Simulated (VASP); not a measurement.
A run of VASP 6.6.1 is set up as follows.

The input POSCAR:

```
Ge
1.0
    4.0904100000      0.0000000000      0.0000000000
   -2.0452000000      3.5424000000      0.0000000000
    0.0000000000      0.0000000000      3.3265800000
Ge
2
Direct
    0.6666700000      0.3333300000      0.1408600000
    0.3333300000      0.6666700000      0.8591400000
```

The input INCAR.step1:

```
SYSTEM = Ge
  PREC = Accurate
  ENCUT = 410
  EDIFF = 1E-5
  ISMEAR = -1
  SIGMA = 0.05
  LREAL = .FALSE.
  LASPH = .TRUE.
  NELM = 120
  ALGO = Normal
  ISIF = 2
  LWAVE = .TRUE.
  LCHARG = .FALSE.
  NBANDS = 21
  GGA = PE
  GGA_COMPAT = .FALSE.
```

INCAR.step2

```
SYSTEM = Ge
  PREC = Accurate
  ENCUT = 410
  EDIFF = 1E-6
  ISMEAR = -1
  SIGMA = 0.05
  LREAL = .FALSE.
  LASPH = .TRUE.
  NELM = 120
  ALGO = Normal
  ISIF = 2
  LWAVE = .FALSE.
  LCHARG = .FALSE.
  GGA = PE
  LHFCALC = .TRUE.
  HFSCREEN = 0.2079
  PRECFOCK = Normal
  NBANDS = 21
  ISTART = 1
  GGA_COMPAT = .FALSE.
```

KPOINTS

```
Automatic mesh
0
G
  4 4 4
  0 0 0
```

Potentials or basis: VASP PAW PBE potentials, release 64 (Ge_d).

Launch:

```bash
$ cat potpaw_PBE.64/Ge_d/POTCAR > POTCAR
$ cp INCAR.step1 INCAR
$ mpirun -np 1 vasp_std > vasp.out
$ cp INCAR.step2 INCAR
$ mpirun -np 1 vasp_std > vasp.out
```

Question: What does it give for the band gap on the k mesh?

Answer: Zero (bands 14 and 15 overlap by 4.41 eV).

Question: What does it give for the pressure?

Answer: -3.5 GPa.

Question: Predict the largest force.

Answer: 0.377 eV/Å.

Forces in eV/Å, atoms in the order of the input:
```
Ge   0.000  0.000 -0.377
Ge   0.000  0.000  0.377
```

Caveat: the k points lie up to 0.47 Å⁻¹ apart, too coarse for converged energies and pressures of a metal; the PAW data sets were made with another functional, which shifts forces and pressure a little.
